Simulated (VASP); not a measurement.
# Fe (I4/mmm) in VASP: notebook

Runs on Fe. Level: PBE. Tasks: single point.

All numbers are computed with VASP 6.6.1; they aren't measurements. Logs are shortened: lines on timing, memory, paths and dates and some standing lists are left out, and cuts for length are marked.

### Step 1. The cell of the first run

It takes space group I4/mmm (No. 139, tetragonal). The conventional cell has a = 2.832 Å, b = 2.832 Å, c = 2.728 Å, α = 90.00°, β = 90.00°, γ = 90.00°. Within 3.2 Å of Fe (site symmetry 4/mmm) lie 14 Fe at 2.42 to 2.83 Å.

### Step 2. Single point, PBE, collinear spin, ferromagnetic start (normal strain along x -0.0367, normal strain along z +0.0000)

INCAR reads:

```
PREC = Accurate
ENCUT = 520
EDIFF = 1E-6
ISMEAR = 0
SIGMA = 0.15
LREAL = F
LASPH = T
NELM = 150
ALGO = Normal
ISIF = 2
LWAVE = F
LCHARG = F
ISPIN = 2
MAGMOM = 2.44
LORBIT = 11
LMAXMIX = 4
GGA = PE
NBANDS = 14
```

KPOINTS reads:

```
Automatic mesh
0
Gamma
  10 10 10
```

POSCAR reads:

```
Fe
1.0
   -1.3638161386      1.4157750842      1.4157750842
    1.3638161386     -1.4157750842      1.4157750842
    1.3638161386      1.4157750842     -1.4157750842
Fe
1
Direct
    0.0000000000      0.0000000000      0.0000000000
```

Potentials or basis: VASP PAW PBE potentials, release 64 (Fe).

Started as:

```console
cat potpaw_PBE.64/Fe/POTCAR > POTCAR
mpirun -np 1 vasp_std > vasp.out
```

OUTCAR:

```text
PREC = Accurate
   ENCUT = 520
   EDIFF = 1E-6
   ISMEAR = 0
   LREAL = F
   LASPH = T
   NELM = 150
   ISIF = 2
   ISPIN = 2
   LORBIT = 11
   GGA = PE

 ion  position               nearest neighbor table
   1  0.000  0.000  0.000-

  LATTYP: Found a body centered tetragonal cell.
 ALAT       =     2.8315501684
 C/A-ratio  =     0.9633000000

  Lattice vectors:

 A1 = (  -1.3638161386,   1.4157750842,  -1.4157750842)
 A2 = (  -1.3638161386,  -1.4157750842,   1.4157750842)
 A3 = (   1.3638161386,   1.4157750842,   1.4157750842)

Analysis of symmetry for initial positions (statically):
=====================================================================
 Subroutine PRICEL returns:
 Original cell was already a primitive cell.

 Routine SETGRP: Setting up the symmetry group for a
 body centered tetragonal supercell.

 Subroutine GETGRP returns: Found 16 space group operations
 (whereof 16 operations were pure point group operations)
 out of a pool of 16 trial point group operations.

The static configuration has the point symmetry D_4h.

Analysis of symmetry for dynamics (positions and initial velocities):
=====================================================================
 Subroutine PRICEL returns:
 Original cell was already a primitive cell.

 Routine SETGRP: Setting up the symmetry group for a
 body centered tetragonal supercell.

 Subroutine GETGRP returns: Found 16 space group operations
 (whereof 16 operations were pure point group operations)
 out of a pool of 16 trial point group operations.

The dynamic configuration has the point symmetry D_4h.

Analysis of structural, dynamic, and magnetic symmetry:
=====================================================================
 Subroutine PRICEL returns:
 Original cell was already a primitive cell.

 Routine SETGRP: Setting up the symmetry group for a
 body centered tetragonal supercell.

 Subroutine GETGRP returns: Found 16 space group operations
 (whereof 16 operations were pure point group operations)
 out of a pool of 16 trial point group operations.

The overall configuration has the point symmetry D_4h.

 Subroutine INISYM returns: Found 16 space group operations
 (whereof 16 operations are pure point group operations),
 and found     1 'primitive' translations

----------------------------------------------------------------------------------------

                                     Primitive cell

  volume of cell :      10.9346

  direct lattice vectors                    reciprocal lattice vectors
    -1.363816139  1.415775084  1.415775084     0.000000000  0.353163441  0.353163441
     1.363816139 -1.415775084  1.415775084     0.366618334  0.000000000  0.353163441
     1.363816139  1.415775084 -1.415775084     0.366618334  0.353163441  0.000000000

  length of vectors
     2.422567365  2.422567365  2.422567365     0.499448528  0.509051489  0.509051489

  position of ions in fractional coordinates (direct lattice)
     0.000000000  0.000000000  0.000000000

  ion indices of the primitive-cell ions
   primitive index   ion index
                 1           1

----------------------------------------------------------------------------------------

 KPOINTS: Automatic mesh

Automatic generation of k-mesh.
 Grid dimensions read from file:
 generate k-points for:   10   10   10

 Generating k-lattice:

  Cartesian coordinates                     Fractional coordinates (reciprocal lattice)
     0.000000000  0.035316344  0.035316344     0.100000000  0.000000000  0.000000000
     0.036661833  0.000000000  0.035316344    -0.000000000  0.100000000  0.000000000
     0.036661833  0.035316344  0.000000000    -0.000000000  0.000000000  0.100000000

  Length of vectors
     0.049944853  0.050905149  0.050905149

  Shift w.r.t. Gamma in fractional coordinates (k-lattice)
     0.000000000  0.000000000  0.000000000

 Subroutine IBZKPT returns following result:
 ===========================================

 Found    102 irreducible k-points:

 Following reciprocal coordinates:
            Coordinates               Weight
  0.000000  0.000000  0.000000      1.000000
  0.100000  0.000000  0.000000      4.000000
  0.200000  0.000000  0.000000      4.000000
  0.300000  0.000000  0.000000      4.000000
  0.400000  0.000000  0.000000      4.000000
  0.500000  0.000000  0.000000      2.000000
[... 16 lines left out ...]
  0.000000  0.400000 -0.000000      8.000000
  0.100000  0.400000  0.000000     16.000000
 [... further k-points ...]
   k-points           NKPTS =    102   k-points in BZ     NKDIM =    102   number of bands    NBANDS=     14
   number of dos      NEDOS =    301   number of ions     NIONS =      1
   total plane-waves  NPLWV =   5832
   dimension x,y,z NGX =    18 NGY =   18 NGZ =   18
   dimension x,y,z NGXF=    36 NGYF=   36 NGZF=   36
   ions per type =               1
   NGX,Y,Z   is equivalent  to a cutoff of  12.35, 12.35, 12.35 a.u.
   NGXF,Y,Z  is equivalent  to a cutoff of  24.70, 24.70, 24.70 a.u.
 SYSTEM =  unknown system
   PREC   = accura    normal or accurate (medium, high low for compatibility)
   ISTART =      0    job   : 0-new  1-cont  2-samecut
   ICHARG =      2    charge: 1-file 2-atom 10-const
   ISPIN  =      2    spin polarized calculation?
   LNONCOLLINEAR =      F non collinear calculations
   LSORBIT =      F    spin-orbit coupling
   LASPH  =      T    aspherical Exc in radial PAW
   ENCUT  =  520.0 eV  38.22 Ry    6.18 a.u.   4.50  4.50  4.50*2*pi/ulx,y,z
   NELM   =    150;   NELMIN=  2; NELMDL= -5     # of ELM steps
   EDIFF  = 0.1E-05   stopping-criterion for ELM
   LREAL  =      F    real-space projection
   EDIFFG = 0.1E-04   stopping-criterion for IOM
   NSW    =      0    number of steps for IOM
   IBRION =     -1    ionic relax: 0-MD 1-quasi-New 2-CG
   NFREE  =      0    steps in history (QN), initial steepest desc. (CG)
   ISIF   =      2    stress and relaxation
   ISYM   =      2    0-nonsym 1-usesym 2-fastsym
   POTIM  = 0.5000    time-step for ionic-motion
   TEBEG  =    0.0;   TEEND  =   0.0 temperature during run
   PSTRESS=    0.0 pullay stress
   NELECT =       8.0000    total number of electrons
   NUPDOWN=      -1.0000    fix difference up-down
   EMIN   =  10.00;   EMAX   =-10.00  energy-range for DOS
   EFERMI =   0.00;   METHOD = LEGACY
   ISMEAR =     0;   SIGMA  =   0.15  broadening in eV -4-tet -1-fermi 0-gaus
   EFERMI_NEDOS =   21; number of points for ismear=-14 and -15
   IALGO  =     38    algorithm
   IMIX   =      4    mixing-type and parameters
     AMIX     =   0.40;   BMIX     =  1.00
     AMIX_MAG =   1.60;   BMIX_MAG =  1.00
  volume/ion in A,a.u.               =      10.93        73.79
  Fermi-wavevector in a.u.,A,eV,Ry     =   1.475152  2.787633 29.607268  2.176073
  Thomas-Fermi vector in A             =   2.589836
   LORBIT       =     11    0 simple, 1 ext, 2 COOP (PROOUT), +10 PAW based schemes
   GGA     = PE    functional components
   LHFCALC =     F    Hartree Fock is set to
   AEXX    =    0.0000 exact exchange contribution
   IVDW    =     0    specifies the selected vdW correction
   LEPSILON=     F    determine dielectric tensor
   LRPA    =     F    only Hartree local field effects (RPA)
 spin polarized calculation
 Gauss-broadening in eV      SIGMA  =   0.15
  energy-cutoff  :      520.00
  volume of cell :       10.93
 maximum number of plane-waves:       313
   NGX =  9   NGY =  9   NGZ =  9

 number of electron       8.0000002 magnetization       2.1201779

 Free energy of the ion-electron system (eV)
  ---------------------------------------------------
  ext. energy  EPLUGINS =         0.00000000
  ---------------------------------------------------
  free energy    TOTEN  =        -8.23940901 eV

  energy without entropy =       -8.23004857  energy(sigma->0) =       -8.23472879

 E-fermi :   6.2799     XC(G=0): -13.3362

 val. band max:        6.2745899237   @ k =   0.5000  -0.4000   0.1000
 cond. band min:       6.2811467588   @ k =   0.5000  -0.4000   0.3000
 fundamental gap:      0.0065568352
 Fermi energy:         6.2798730457

 spin component 1

 k-point     1 :       0.0000    0.0000    0.0000
  band No.  band energies     occupation
      1      -2.4260      1.00000
      2       3.7066      1.00000
      3       3.9313      1.00000
      4       3.9313      1.00000
      5       5.0268      1.00000
      6       5.2337      1.00000
      7      31.3216      0.00000
      8      31.3216      0.00000
      9      32.2505      0.00000
     10      36.6995      0.00000
     11      37.2792      0.00000
     12      38.6250      0.00000
     13      39.6712      0.00000
     14      39.6712      0.00000

 k-point     2 :       0.1000    0.0000    0.0000
  band No.  band energies     occupation
      1      -2.0138      1.00000
      2       3.7052      1.00000
      3       3.8257      1.00000
      4       4.1569      1.00000
      5       4.9181      1.00000
      6       5.2275      1.00000
      7      28.8654      0.00000
      8      30.9330      0.00000
      9      32.0148      0.00000
     10      35.8581      0.00000
     11      36.3442      0.00000
     12      36.7737      0.00000
     13      38.1771      0.00000
     14      40.9866      0.00000
[... 343 lines left out ...]
      1       1.0813      1.00000
      2       2.7211      1.00000
      3       5.0742      1.00000
      4       5.3817      1.00000
      5       5.6313      1.00000
      6       6.3772      0.17931
      7      16.1872      0.00000
      8      25.1927      0.00000
      9      27.4022      0.00000
     10      30.1126      0.00000
     11      34.0232      0.00000
     12      41.5862      0.00000
     13      43.3936      0.00000
     14      51.2370      0.00000

 k-point    24 :       0.1000    0.4000    0.0000
  band No.  band energies     occupation
      1       1.3041      1.00000
      2       2.6906      1.00000
      3       4.7658      1.00000
      4       5.2114      1.00000
      5       5.8889      0.99989
      6       7.9840      0.00000
      7      14.8167      0.00000
      8      22.9567      0.00000
      9      26.0762      0.00000
     10      31.3131      0.00000
     11      36.2096      0.00000
     12      40.4514      0.00000
     13      45.7172      0.00000
     14      48.9397      0.00000

 [... further k-points ...]

 spin component 2

 k-point     1 :       0.0000    0.0000    0.0000
  band No.  band energies     occupation
      1      -2.2685      1.00000
      2       5.5013      1.00000
      3       5.8034      1.00000
      4       5.8036      1.00000
      5       7.6701      0.00000
      6       7.9827      0.00000
      7      31.0724      0.00000
      8      31.0724      0.00000
      9      32.0116      0.00000
     10      36.9549      0.00000
     11      37.4018      0.00000
     12      39.2510      0.00000
     13      40.5937      0.00000
     14      40.5953      0.00000

 k-point     2 :       0.1000    0.0000    0.0000
  band No.  band energies     occupation
      1      -1.8536      1.00000
      2       5.4860      1.00000
      3       5.6777      1.00000
      4       6.0482      0.98553
      5       7.5247      0.00000
      6       7.9754      0.00000
      7      28.9799      0.00000
      8      30.7564      0.00000
      9      31.9033      0.00000
     10      36.1923      0.00000
     11      37.0211      0.00000
     12      37.5929      0.00000
     13      38.3846      0.00000
     14      41.5233      0.00000
[... 343 lines left out ...]
      1       2.1119      1.00000
      2       4.3639      1.00000
      3       6.0853      0.96669
      4       7.7199      0.00000
      5       8.1204      0.00000
      6       8.4713      0.00000
      7      17.2405      0.00000
      8      25.2704      0.00000
      9      28.0010      0.00000
     10      30.5594      0.00000
     11      34.6615      0.00000
     12      41.7670      0.00000
     13      43.5820      0.00000
     14      51.9913      0.00000

 k-point    24 :       0.1000    0.4000    0.0000
  band No.  band energies     occupation
      1       2.5243      1.00000
      2       4.3081      1.00000
      3       6.0237      0.99214
      4       7.7199      0.00000
      5       8.2393      0.00000
      6       9.4991      0.00000
      7      16.0035      0.00000
      8      23.3360      0.00000
      9      26.5169      0.00000
     10      31.6923      0.00000
     11      36.7870      0.00000
     12      40.5325      0.00000
     13      46.1686      0.00000
     14      49.4537      0.00000

 [... further k-points ...]
[... 5 lines left out ...]
  --------------------------------------------------------------------------------------
  -------------------------------------------------------------------------------------
  Total        0.8686823      0.3527782      0.3527782     -0.0000000      0.0000000      0.0000000
  in kB      127.2820693     51.6901701     51.6901701     -0.0000000      0.0000000      0.0000000
  external PRESSURE =      76.8874698 kB  Pullay stress =       0.0000000 kB

 VOLUME and BASIS-vectors are now :
 -----------------------------------------------------------------------------
  energy-cutoff  :      520.00
  volume of cell :       10.93
      direct lattice vectors                 reciprocal lattice vectors
    -1.363816139  1.415775084  1.415775084     0.000000000  0.353163441  0.353163441
     1.363816139 -1.415775084  1.415775084     0.366618334  0.000000000  0.353163441
     1.363816139  1.415775084 -1.415775084     0.366618334  0.353163441  0.000000000

 POSITION                                       TOTAL-FORCE (eV/Angst)
 -----------------------------------------------------------------------------------
      0.00000      0.00000      0.00000         0.000000      0.000000      0.000000
 -----------------------------------------------------------------------------------
    total drift:                                0.000000      0.000000      0.000000

  FREE ENERGIE OF THE ION-ELECTRON SYSTEM (eV)
  ---------------------------------------------------
  free  energy   TOTEN  =        -8.2394090057 eV

  energy  without entropy=       -8.2300485678  energy(sigma->0) =       -8.23472879

 total charge

# of ion       s       p       d       tot
------------------------------------------
    1        0.503   0.579   6.268   7.350

 magnetization (x)

# of ion       s       p       d       tot
------------------------------------------
    1       -0.014  -0.062   2.190   2.113
```

Run time: 19 s. Hardware: 1 thread of Intel Xeon Platinum 8488C (Sapphire Rapids), shared host; peak memory 0.14 GiB.

What came out:

```yaml
Free_energy: -8.2394 eV
Pressure: 7.7 GPa
Net_moment: 2.12 μB per cell
Site_moments: Fe +2.11 μB
Valence_electrons_inside_the_program's_atomic_spheres: Fe 7.35
```

Caveat: the cell differs from its parent crystal (normal strain along x -0.0367, normal strain along z +0.0000).

(Part 1 of 3 ends here.)
